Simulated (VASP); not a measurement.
TiAl: single point with PBEsol

The system is TiAl.

```xyz
2
Lattice="2.8478 0.0000 0.0000 -1.4239 2.4663 0.0000 0.0000 0.0000 4.4351" Properties=species:S:1:pos:R:3 pbc="T T T"
Ti    0.0000    0.0000    0.0000
Al    0.0000    1.6442    2.2176
```

This cell differs from its parent crystal: strain +0.000 along x and y, -0.040 along z.

```
Program                : VASP 6.6.1
Task                   : single point
Functional             : PBEsol
Potentials or basis    : VASP PAW PBE potentials, release 64 (Ti_sv, Al)
Cutoff                 : 520 eV
k mesh                 : 24 × 24 × 14
Occupations            : gaussian, width 0.15 eV
Spin                   : no spin polarisation
Dipole correction      : no
Further INCAR settings : ALGO = Fast; EDIFF = 1e-06; NBANDS = 14
```

The pressure is 5.7 GPa.

Stress tensor (GPa, compression positive):
```
 3.38  0.00  0.00
 0.00  3.38  0.00
 0.00  0.00 10.40
```

Levels at points of the mesh, in eV from the Fermi level:
```tsv
k point	band 4	band 5	band 6	band 7	band 8	band 9	band 10	band 11	band 12	band 13
(0.00, 0.00, 0.00)	-32.13	-9.14	-2.20	-1.43	1.32	1.32	2.84	2.84	4.83	12.92
(0.50, 0.00, 0.00)	-32.28	-3.92	-2.91	-1.62	-1.02	2.12	4.14	4.54	4.59	5.98
(0.00, 0.00, 0.50)	-32.13	-8.03	-5.32	-0.22	1.34	1.34	2.72	2.72	7.79	13.26
(0.50, 0.00, 0.50)	-32.28	-3.89	-2.37	-1.92	0.59	1.08	1.84	3.57	4.14	6.93
```

Run time: 3.5 min on 1 thread of Intel(R) Xeon(R) 6975P-C (Granite Rapids), on a shared host, peak memory 0.33 GiB.

Caveat: the cell differs from its parent crystal (strain +0.000 along x and y, -0.040 along z); the PAW data sets were made with another functional, which shifts forces and pressure a little.
